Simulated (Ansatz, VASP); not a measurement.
## Two plane-wave programs on Pb

```xyz
4
Lattice="3.5652 0.0000 0.0000 -1.7826 3.0876 0.0000 0.0000 0.0000 23.7330" Properties=species:S:1:pos:R:3 pbc="T T T"
Pb    1.7826    1.0292    7.5883
Pb    0.0000    2.0584   10.3533
Pb    0.0000    0.0000   13.3797
Pb    1.7826    1.0292   16.1447
```

Alike in both runs: functional PBE; k mesh 12 × 12 × 1; occupations gaussian, width 0.1 eV; no spin polarisation.

Ansatz relaxed the structure, and its values are those at the end. VASP's run is a single point on that final structure, the one shown.

|  | VASP | Ansatz |
| --- | --- | --- |
| version | VASP 6.6.1 | Ansatz 0.2.0 |
| potentials or method | VASP PAW PBE potentials, release 64 (Pb_d), cutoff 520 eV | scalar-relativistic, plane waves, PAW |
| valence electrons in the cell | 56 | 56 |

|  | VASP | Ansatz | Ansatz less VASP |
| --- | --- | --- | --- |
| gap on the k mesh at the Fermi level (eV) | none | none | - |
| rms of the force components (eV/Å) | 0.006 | 0.006 | -0.0005 |
| work function, face that differs most (eV) | 3.88 | 3.88 | +0.002 |

A gap of «none» marks a metal or a gap that the smearing closes. Ansatz's warnings: xc potential rough in thin density.

Spin-orbit coupling is off throughout.
